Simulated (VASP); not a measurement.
# BN (R3m) in VASP: notebook

BN is run at these levels: LDA; tasks: electric field gradients.

Program: VASP 6.6.1. These are calculated values, not measurements. Logs are shortened: lines on timing, memory, paths and dates and some standing lists are left out, and cuts for length are marked.

## 1. The cell of the first run

It takes space group R3m (No. 160, trigonal). Conventional cell: a = 2.582 Å, b = 2.582 Å, c = 6.136 Å, α = 90.00°, β = 90.00°, γ = 120.00°. B (site symmetry 3m) has 4 N at 1.53 to 1.58 Å within 2.0 Å. Within 2.0 Å of N (site symmetry 3m) lie 4 B at 1.53 to 1.58 Å.

## 2. Electric field gradients, LDA (equal xy, yz and zx shear strains of -2 %)

Contents of INCAR:

```
ALGO     = Normal         # electronic algorithm
EDIFF    = 1E-8           # SCF threshold, eV
ENCUT    = 520            # plane-wave cutoff, eV
GGA      = CA             # functional
ISIF     = 2              # what is computed and relaxed
ISMEAR   = -1             # smearing method
LASPH    = True           # aspherical terms in the spheres
LCHARG   = False          # write CHGCAR
LEFG     = True         
LREAL    = False          # projectors in reciprocal space
LWAVE    = False          # write WAVECAR
NBANDS   = 11             # bands
NELM     = 80             # most SCF steps
PREC     = Accurate       # precision mode
SIGMA    = 0.02           # smearing width, eV
```

Contents of KPOINTS:

```
k-points
0
Gamma
  11 11 11
```

Contents of POSCAR:

```
BN
1.0
   -0.0361500000      1.7894250000      1.7894250000
    1.7894250000     -0.0361500000      1.7894250000
    1.7894250000      1.7894250000     -0.0361500000
B N
1 1
Direct
    0.0000000000      0.0000000000      0.0000000000
    0.7500000000      0.7500000000      0.7500000000
```

Potentials or basis: VASP PAW LDA potentials, release 64 (B, N).

On the command line:

```bash
> cat potpaw_LDA.64/B/POTCAR potpaw_LDA.64/N/POTCAR > POTCAR
> mpirun -np 1 vasp_std > vasp.out
```

OUTCAR:

```text
EDIFF = 1E-8
   ENCUT = 520
   GGA = CA
   ISIF = 2
   ISMEAR = -1
   LASPH = True
   LREAL = False
   NELM = 80
   PREC = Accurate

 ion  position               nearest neighbor table
   1  0.000  0.000  0.000-   2 1.53   2 1.58   2 1.58   2 1.58
   2  0.750  0.750  0.750-   1 1.53   1 1.58   1 1.58   1 1.58

  LATTYP: Found a trigonal (rhomboedric) cell.
 ALAT       =     2.5308872918
 COS(alpha) =     0.4797000918

  Lattice vectors:

 A1 = (  -0.0361500000,   1.7894250000,   1.7894250000)
 A2 = (   1.7894250000,  -0.0361500000,   1.7894250000)
 A3 = (   1.7894250000,   1.7894250000,  -0.0361500000)

Analysis of symmetry for initial positions (statically):
=====================================================================
 Subroutine PRICEL returns:
 Original cell was already a primitive cell.

 Routine SETGRP: Setting up the symmetry group for a
 trigonal (rhombohedral) supercell.

 Subroutine GETGRP returns: Found  6 space group operations
 (whereof  6 operations were pure point group operations)
 out of a pool of 12 trial point group operations.

The static configuration has the point symmetry C_3v.

Analysis of symmetry for dynamics (positions and initial velocities):
=====================================================================
 Subroutine PRICEL returns:
 Original cell was already a primitive cell.

 Routine SETGRP: Setting up the symmetry group for a
 trigonal (rhombohedral) supercell.

 Subroutine GETGRP returns: Found  6 space group operations
 (whereof  6 operations were pure point group operations)
 out of a pool of 12 trial point group operations.

The dynamic configuration has the point symmetry C_3v.

 Subroutine INISYM returns: Found  6 space group operations
 (whereof  6 operations are pure point group operations),
 and found     1 'primitive' translations

----------------------------------------------------------------------------------------

                                     Primitive cell

  volume of cell :      11.8068

  direct lattice vectors                    reciprocal lattice vectors
    -0.036150000  1.789425000  1.789425000    -0.271091552  0.276681068  0.276681068
     1.789425000 -0.036150000  1.789425000     0.276681068 -0.271091552  0.276681068
     1.789425000  1.789425000 -0.036150000     0.276681068  0.276681068 -0.271091552

  length of vectors
     2.530887292  2.530887292  2.530887292     0.476020437  0.476020437  0.476020437

  position of ions in fractional coordinates (direct lattice)
     0.000000000  0.000000000  0.000000000
     0.750000000  0.750000000  0.750000000

  ion indices of the primitive-cell ions
   primitive index   ion index
                 1           1
                 2           2

----------------------------------------------------------------------------------------

 KPOINTS: k-points

Automatic generation of k-mesh.
 Grid dimensions read from file:
 generate k-points for:   11   11   11

 Generating k-lattice:

  Cartesian coordinates                     Fractional coordinates (reciprocal lattice)
    -0.024644687  0.025152824  0.025152824     0.090909091  0.000000000  0.000000000
     0.025152824 -0.024644687  0.025152824     0.000000000  0.090909091  0.000000000
     0.025152824  0.025152824 -0.024644687     0.000000000  0.000000000  0.090909091

  Length of vectors
     0.043274585  0.043274585  0.043274585

  Shift w.r.t. Gamma in fractional coordinates (k-lattice)
     0.000000000  0.000000000  0.000000000

 Subroutine IBZKPT returns following result:
 ===========================================

 Found    146 irreducible k-points:

 Following reciprocal coordinates:
            Coordinates               Weight
  0.000000  0.000000  0.000000      1.000000
  0.090909  0.000000  0.000000      6.000000
  0.181818 -0.000000 -0.000000      6.000000
  0.272727  0.000000 -0.000000      6.000000
  0.363636  0.000000  0.000000      6.000000
  0.454545 -0.000000 -0.000000      6.000000
[... 16 lines left out ...]
 -0.272727  0.181818 -0.000000     12.000000
 -0.181818  0.181818  0.000000      6.000000
 [... further k-points ...]
   k-points           NKPTS =    146   k-points in BZ     NKDIM =    146   number of bands    NBANDS=     11
   number of dos      NEDOS =    301   number of ions     NIONS =      2
   total plane-waves  NPLWV =   8000
   dimension x,y,z NGX =    20 NGY =   20 NGZ =   20
   dimension x,y,z NGXF=    40 NGYF=   40 NGZF=   40
   ions per type =               1   1
   NGX,Y,Z   is equivalent  to a cutoff of  13.14, 13.14, 13.14 a.u.
   NGXF,Y,Z  is equivalent  to a cutoff of  26.27, 26.27, 26.27 a.u.
 SYSTEM =  unknown system
   PREC   = accura    normal or accurate (medium, high low for compatibility)
   ISTART =      0    job   : 0-new  1-cont  2-samecut
   ICHARG =      2    charge: 1-file 2-atom 10-const
   ISPIN  =      1    spin polarized calculation?
   LNONCOLLINEAR =      F non collinear calculations
   LSORBIT =      F    spin-orbit coupling
   LASPH  =      T    aspherical Exc in radial PAW
   ENCUT  =  520.0 eV  38.22 Ry    6.18 a.u.   4.71  4.71  4.71*2*pi/ulx,y,z
   NELM   =     80;   NELMIN=  2; NELMDL= -5     # of ELM steps
   EDIFF  = 0.1E-07   stopping-criterion for ELM
   LREAL  =      F    real-space projection
   EDIFFG = 0.1E-06   stopping-criterion for IOM
   NSW    =      0    number of steps for IOM
   IBRION =     -1    ionic relax: 0-MD 1-quasi-New 2-CG
   NFREE  =      0    steps in history (QN), initial steepest desc. (CG)
   ISIF   =      2    stress and relaxation
   ISYM   =      2    0-nonsym 1-usesym 2-fastsym
   POTIM  = 0.5000    time-step for ionic-motion
   TEBEG  =    0.0;   TEEND  =   0.0 temperature during run
   PSTRESS=    0.0 pullay stress
   NELECT =       8.0000    total number of electrons
   NUPDOWN=      -1.0000    fix difference up-down
   EMIN   =  10.00;   EMAX   =-10.00  energy-range for DOS
   EFERMI =   0.00;   METHOD = LEGACY
   ISMEAR =    -1;   SIGMA  =   0.02  broadening in eV -4-tet -1-fermi 0-gaus
   EFERMI_NEDOS =   21; number of points for ismear=-14 and -15
   IALGO  =     38    algorithm
   IMIX   =      4    mixing-type and parameters
     AMIX     =   0.40;   BMIX     =  1.00
     AMIX_MAG =   1.60;   BMIX_MAG =  1.00
  volume/ion in A,a.u.               =       5.90        39.84
  Fermi-wavevector in a.u.,A,eV,Ry     =   1.437894  2.717226 28.130584  2.067540
  Thomas-Fermi vector in A             =   2.556921
   LORBIT       =      0    0 simple, 1 ext, 2 COOP (PROOUT), +10 PAW based schemes
   GGA     = CA    functional components
   LHFCALC =     F    Hartree Fock is set to
   AEXX    =    0.0000 exact exchange contribution
   IVDW    =     0    specifies the selected vdW correction
   LEPSILON=     F    determine dielectric tensor
   LRPA    =     F    only Hartree local field effects (RPA)
 non-spin polarized calculation
  energy-cutoff  :      520.00
  volume of cell :       11.81
 maximum number of plane-waves:       331
   NGX =  9   NGY =  9   NGZ =  9

 number of electron       8.0000000 magnetization

 Free energy of the ion-electron system (eV)
  ---------------------------------------------------
  ext. energy  EPLUGINS =         0.00000000
  ---------------------------------------------------
  free energy    TOTEN  =       -19.38456271 eV

  energy without entropy =      -19.38456271  energy(sigma->0) =      -19.38456271

 E-fermi :   7.9144     XC(G=0): -13.1057

 val. band max:        7.4502082246   @ k =   0.0000   0.0000   0.0000
 cond. band min:      11.8178793848   @ k =   0.4545   0.4545  -0.0000
 fundamental gap:      4.3676711602
 Fermi energy:         7.9144364127

 k-point     1 :       0.0000    0.0000    0.0000
  band No.  band energies     occupation
      1     -12.6831      2.00000
      2       7.3604      2.00000
      3       7.3604      2.00000
      4       7.4502      2.00000
      5      15.8096      0.00000
      6      15.8096      0.00000
      7      16.3093      0.00000
      8      18.1743      0.00000
      9      31.8882      0.00000
     10      35.1913      0.00000
     11      35.1914      0.00000

 k-point     2 :       0.0909    0.0000    0.0000
  band No.  band energies     occupation
      1     -12.4842      2.00000
      2       6.2751      2.00000
      3       7.1611      2.00000
      4       7.2330      2.00000
      5      16.1240      0.00000
      6      16.1369      0.00000
      7      16.7767      0.00000
      8      18.6289      0.00000
      9      31.5780      0.00000
     10      32.5429      0.00000
     11      33.0104      0.00000
[... 295 lines left out ...]
 k-point    24 :      -0.1818    0.1818    0.0000
  band No.  band energies     occupation
      1     -10.6567      2.00000
      2       1.8777      2.00000
      3       3.5818      2.00000
      4       6.3807      2.00000
      5      17.6978      0.00000
      6      18.2836      0.00000
      7      18.5697      0.00000
      8      20.8405      0.00000
      9      28.8175      0.00000
     10      29.4284      0.00000
     11      33.8050      0.00000

 [... further k-points ...]
[... 5 lines left out ...]
  --------------------------------------------------------------------------------------
  -------------------------------------------------------------------------------------
  Total       -0.7025531     -0.7025531     -0.7025531      0.6742030      0.6742030      0.6742030
  in kB      -95.3357973    -95.3357973    -95.3357973     91.4887169     91.4887169     91.4887169
  external PRESSURE =     -95.3357973 kB  Pullay stress =       0.0000000 kB

 VOLUME and BASIS-vectors are now :
 -----------------------------------------------------------------------------
  energy-cutoff  :      520.00
  volume of cell :       11.81
      direct lattice vectors                 reciprocal lattice vectors
    -0.036150000  1.789425000  1.789425000    -0.271091552  0.276681068  0.276681068
     1.789425000 -0.036150000  1.789425000     0.276681068 -0.271091552  0.276681068
     1.789425000  1.789425000 -0.036150000     0.276681068  0.276681068 -0.271091552

 POSITION                                       TOTAL-FORCE (eV/Angst)
 -----------------------------------------------------------------------------------
      0.00000      0.00000      0.00000         0.057580      0.057580      0.057580
      2.65702      2.65702      2.65703        -0.057580     -0.057580     -0.057580
 -----------------------------------------------------------------------------------
    total drift:                               -0.000001     -0.000001     -0.000001

  FREE ENERGIE OF THE ION-ELECTRON SYSTEM (eV)
  ---------------------------------------------------
  free  energy   TOTEN  =       -19.3845627051 eV

  energy  without entropy=      -19.3845627051  energy(sigma->0) =      -19.38456271

 Electric field gradients (V/A^2)
---------------------------------------------------------------------
 ion       V_xx      V_yy      V_zz      V_xy      V_xz      V_yz
---------------------------------------------------------------------
   1      -0.000     0.000    -0.000    -1.280    -1.280    -1.280
   2       0.000     0.000     0.000    -3.313    -3.313    -3.313
---------------------------------------------------------------------

 Electric field gradients after diagonalization (V/A^2)
 (convention: |V_zz| > |V_xx| > |V_yy|)
----------------------------------------------------------------------
 ion       V_xx      V_yy      V_zz     asymmetry (V_yy - V_xx)/ V_zz
----------------------------------------------------------------------
   1       1.280     1.280    -2.560       0.000
   2       3.313     3.313    -6.625       0.000
----------------------------------------------------------------------

           NMR quadrupolar parameters

 Cq : quadrupolar parameter    Cq=e*Q*V_zz/h
 eta: asymmetry parameters     (V_yy - V_xx)/ V_zz
 Q  : nuclear electric quadrupole moment in mb (millibarn)
----------------------------------------------------------------------
 ion       Cq(MHz)       eta       Q (mb)
----------------------------------------------------------------------
   1      -0.006       0.000       1.000
   2      -0.016       0.000       1.000
----------------------------------------------------------------------
```

Wall time 7 s (1 thread of Intel Xeon 6975P-C (Granite Rapids), shared host); peak memory 0.12 GiB.

What came out:

```
Free energy            : -19.3846 eV
Pressure               : -9.5 GPa
Largest force          : 0.100 eV/Å
Band gap on the k mesh : 4.37 eV, indirect (least direct gap 8.36 eV)
```

Forces on the atoms (eV/Å):
```
B    0.058  0.058  0.058
N   -0.058 -0.058 -0.058
```

Stress tensor (GPa, compression positive):
```
-9.53  9.15  9.15
 9.15 -9.53  9.15
 9.15  9.15 -9.53
```

Levels at points of the mesh, in eV from the valence-band top:
| k point | band 2 | band 3 | band 4 | band 5 | band 6 | band 7 |
| --- | --- | --- | --- | --- | --- | --- |
| (0.00, 0.00, 0.00) | -0.09 | -0.09 | 0.00 | 8.36 | 8.36 | 8.86 |

Electric field gradients, principal values (V/Å²):
```
atom  least  middle  greatest (by size)
 1 B  1.280   1.280              -2.560
 2 N  3.313   3.313              -6.625
```

Caveat: the cell differs from its parent crystal (equal xy, yz and zx shear strains of -2 %); without QUAD_EFG the Cq values of the log hold for a quadrupole moment of 1 mb, not for the nuclei. A k mesh can miss the band edges.

## 3. Electric field gradients, LDA (equal xy, yz and zx shear strains of -2 %)

Contents of INCAR:

```
SYSTEM = BN
PREC     = Accurate       ! precision mode
ENCUT    = 520            ! plane-wave cutoff, eV
EDIFF    = 1E-8           ! SCF threshold, eV
ISMEAR   = -1             ! smearing method
SIGMA    = 0.02           ! smearing width, eV
LREAL    = .FALSE.        ! projectors in reciprocal space
LASPH    = .TRUE.         ! aspherical terms in the spheres
NELM     = 100            ! most SCF steps
ALGO     = Normal         ! electronic algorithm
ISIF     = 2              ! what is computed and relaxed
LWAVE    = .FALSE.        ! write WAVECAR
LCHARG   = .FALSE.        ! write CHGCAR
GGA      = CA             ! functional
LEFG     = .TRUE.       
NBANDS   = 11             ! bands
```

Contents of KPOINTS:

```
regular mesh
0
G
  11 11 11
  0 0 0
```

POSCAR is that of step 2.

Potentials or basis: VASP PAW LDA potentials, release 64 (B, N).

On the command line:

```bash
> cat potpaw_LDA.64/B/POTCAR potpaw_LDA.64/N/POTCAR > POTCAR
> mpirun -np 1 vasp_std > vasp.out
```

OUTCAR:

```text
SYSTEM = BN
   PREC = Accurate
   ENCUT = 520
   EDIFF = 1E-8
   ISMEAR = -1
   LREAL = .FALSE.
   LASPH = .TRUE.
   NELM = 100
   ISIF = 2
   GGA = CA

 ion  position               nearest neighbor table
   1  0.000  0.000  0.000-   2 1.53   2 1.58   2 1.58   2 1.58
   2  0.750  0.750  0.750-   1 1.53   1 1.58   1 1.58   1 1.58

  LATTYP: Found a trigonal (rhomboedric) cell.
 ALAT       =     2.5308872918
 COS(alpha) =     0.4797000918

  Lattice vectors:

[... 547 lines left out ...]

  FREE ENERGIE OF THE ION-ELECTRON SYSTEM (eV)
  ---------------------------------------------------
  free  energy   TOTEN  =       -19.3845627051 eV

  energy  without entropy=      -19.3845627051  energy(sigma->0) =      -19.38456271

 Electric field gradients (V/A^2)
---------------------------------------------------------------------
 ion       V_xx      V_yy      V_zz      V_xy      V_xz      V_yz
---------------------------------------------------------------------
   1      -0.000     0.000    -0.000    -1.280    -1.280    -1.280
   2       0.000     0.000     0.000    -3.313    -3.313    -3.313
---------------------------------------------------------------------

 Electric field gradients after diagonalization (V/A^2)
 (convention: |V_zz| > |V_xx| > |V_yy|)
----------------------------------------------------------------------
 ion       V_xx      V_yy      V_zz     asymmetry (V_yy - V_xx)/ V_zz
----------------------------------------------------------------------
   1       1.280     1.280    -2.560       0.000
   2       3.313     3.313    -6.625       0.000
----------------------------------------------------------------------

           NMR quadrupolar parameters

 Cq : quadrupolar parameter    Cq=e*Q*V_zz/h
 eta: asymmetry parameters     (V_yy - V_xx)/ V_zz
 Q  : nuclear electric quadrupole moment in mb (millibarn)
----------------------------------------------------------------------
 ion       Cq(MHz)       eta       Q (mb)
----------------------------------------------------------------------
   1      -0.006       0.000       1.000
   2      -0.016       0.000       1.000
----------------------------------------------------------------------
```

OSZICAR:

```text
N       E                     dE             d eps       ncg     rms          rms(c)
DAV:   1     0.728002036492E+01    0.72800E+01   -0.49916E+03  3284   0.718E+02
DAV:   2    -0.200807141409E+02   -0.27361E+02   -0.26579E+02  3874   0.151E+02
DAV:   3    -0.205210275334E+02   -0.44031E+00   -0.43968E+00  3755   0.161E+01
DAV:   4    -0.205214586600E+02   -0.43113E-03   -0.43112E-03  3404   0.636E-01
DAV:   5    -0.205214590782E+02   -0.41821E-06   -0.41814E-06  3704   0.184E-02    0.652E+00
DAV:   6    -0.195255271233E+02    0.99593E+00   -0.32762E+00  3218   0.102E+01    0.309E+00
DAV:   7    -0.194165535525E+02    0.10897E+00   -0.82303E-02  3707   0.235E+00    0.177E+00
DAV:   8    -0.193847364725E+02    0.31817E-01   -0.44917E-02  3578   0.145E+00    0.177E-01
DAV:   9    -0.193845791215E+02    0.15735E-03   -0.96774E-04  3506   0.268E-01    0.833E-02
DAV:  10    -0.193845622901E+02    0.16831E-04   -0.51224E-05  3671   0.654E-02    0.148E-02
DAV:  11    -0.193845627111E+02   -0.42104E-06   -0.11826E-06  3515   0.802E-03    0.678E-03
DAV:  12    -0.193845627053E+02    0.58008E-08   -0.30387E-07  3575   0.332E-03    0.614E-04
DAV:  13    -0.193845627051E+02    0.21532E-09   -0.84335E-09  1780   0.803E-04
   1 F= -.19384563E+02 E0= -.19384563E+02  d E =-.620536E-13
```

stdout:

```text
POSCAR found type information on POSCAR B N
 POSCAR found :  2 types and       2 ions
 scaLAPACK will be used
 LDA part: xc-table for (Slater(with rela. corr.)+CA(PZ))
 , standard interpolation
 POSCAR, INCAR and KPOINTS ok, starting setup
 FFT: planning ... GRIDC
 FFT: planning ... GRID_SOFT
 FFT: planning ... GRID
 WAVECAR not read
 entering main loop
ion   1

ion   2
```

It took 6.8 s on 1 thread of Intel Xeon 6975P-C (Granite Rapids), shared host; peak memory 0.12 GiB.

What came out:

```yaml
Free_energy: -19.3846 eV
Pressure: -9.5 GPa
Largest_force: 0.100 eV/Å
Band_gap_on_the_k_mesh: 4.37 eV, indirect (least direct gap 8.36 eV)
```

Forces on the atoms (eV/Å):
```
B    0.058  0.058  0.058
N   -0.058 -0.058 -0.058
```

Electric field gradients, principal values (V/Å²):
```
atom  least  middle  greatest (by size)
 1 B  1.280   1.280              -2.560
 2 N  3.313   3.313              -6.625
```

Caveat: the cell differs from its parent crystal (equal xy, yz and zx shear strains of -2 %); without QUAD_EFG the Cq values of the log hold for a quadrupole moment of 1 mb, not for the nuclei. A k mesh can miss the band edges.
